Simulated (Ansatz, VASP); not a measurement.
# Fe: VASP beside Ansatz

File INCAR:

```
  PREC = Accurate
  ENCUT = 520
  EDIFF = 1E-7
  ISMEAR = -1
  SIGMA = 0.08
  LREAL = False
  LASPH = True
  NELM = 80
  ALGO = Normal
  ISIF = 2
  LWAVE = False
  LCHARG = True
  GGA = PS
  LELF = True
  LVHAR = True
  NBANDS = 15
```

Contents of KPOINTS:

```
regular mesh
0
Gamma
  17 17 10
```

Contents of POSCAR:

```
Fe
1.0
    2.4341575853      0.0000000000      0.0000000000
   -1.2170787927      2.1080423057      0.0000000000
    0.0000000000      0.0000000000      3.8803538147
Fe
2
Direct
    0.3333333333      0.6666666667      0.2500000000
    0.6666666667      0.3333333333      0.7500000000
```

Input for Ansatz:

```yaml
crystal:
  lattice:
    - [2.4341575853, 0.0, 0.0]
    - [-1.2170787927, 2.1080423057, 0.0]
    - [0.0, 0.0, 3.8803538147]
  atoms:
    - { symbol: Fe, position: [0.3333333333, 0.6666666667, 0.25] }
    - { symbol: Fe, position: [0.6666666667, 0.3333333333, 0.75] }
kpoints:
  mp_grid: { grid: [17, 17, 10] }
  band_path:
    path:
      - [0.0, 0.0, 0.0]
      - [0.5, 0.0, 0.0]
      - [0.3333333333, 0.3333333333, 0.0]
      - [0.0, 0.0, 0.0]
      - [0.0, 0.0, 0.5]
      - [0.5, 0.0, 0.5]
      - [0.3333333333, 0.3333333333, 0.5]
      - [0.0, 0.0, 0.5]
      - [0.5, 0.0, 0.5]
    npoints: 5
scf:
  occupations: { method: fermi_dirac, width: 0.08 }
hamiltonian:
  xc: pbesol
  pseudopotentials: { kind: all_electron, lapw: { basis_error: 0.00025 } }
output:
  forces: true
  stress: true
  eigenvalues: true
```

Change from the starting cell: zz strain of +1 %.

Alike in both runs: task single point; functional PBEsol; k mesh 17 × 17 × 10; occupations fermi-dirac, width 0.08 eV; no spin polarisation.

|  | VASP | Ansatz |
| --- | --- | --- |
| version | VASP 6.6.1 | Ansatz 0.2.0 |
| potentials or method | VASP PAW PBE potentials, release 64 (Fe), cutoff 520 eV | all-electron LAPW, scalar-relativistic |

Ansatz gave:

| Property | Result |
| --- | --- |
| pressure (GPa) | -4.4 |
| traceless stress, the component that is largest in VASP (GPa) | -2.63 |

Q: Estimate VASP's values.

A: Pressure (GPa): -4.7; traceless stress, the component that is largest in VASP (GPa): -2.65.

VASP's potentials were made for PBE, not for PBEsol. Ansatz ran all-electron here, and VASP with PAW potentials.
